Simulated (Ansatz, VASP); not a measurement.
One calculation of Na2P3, two programs

```xyz
5
Lattice="4.0732 0.0000 0.0000 -2.0366 3.5275 0.0000 0.0000 0.0000 6.3373" Properties=species:S:1:pos:R:3 pbc="T T T"
Na    0.0000    2.3517    1.5526
Na    2.0366    1.1758    4.7846
P     0.0000    0.0000    0.0000
P     0.0000    2.3517    4.0875
P     2.0366    1.1758    2.2497
```

Alike in both runs: task single point; functional PBE; k mesh 6 × 6 × 4; occupations gaussian, width 0.1 eV; no spin polarisation.

|  | VASP | Ansatz |
| --- | --- | --- |
| version | VASP 6.6.1 | Ansatz 0.2.0 |
| potentials or method | VASP PAW PBE potentials, release 64 (Na_pv, P), cutoff 520 eV | scalar-relativistic, plane waves, PAW |
| valence electrons in the cell | 29 | 33 |

```tsv
	VASP	Ansatz	Ansatz less VASP
gap on the k mesh at the Fermi level (eV)	none	none	-
pressure (GPa)	9.2	9.1	-0.12
traceless stress, the component that is largest in VASP (GPa)	-9.20	-9.16	+0.041
rms of the force components (eV/Å)	0.772	0.767	-0.0058
```

Atom by atom the forces differ by 0.006 eV/Å (rms over components). A gap of «none» marks a metal or a gap that the smearing closes. The functional is the same, so the differences come from potentials, cutoffs and numerics. VASP's potentials hold 29 valence electrons a cell and Ansatz's 33, so a difference there can come from the potentials and not from the codes.
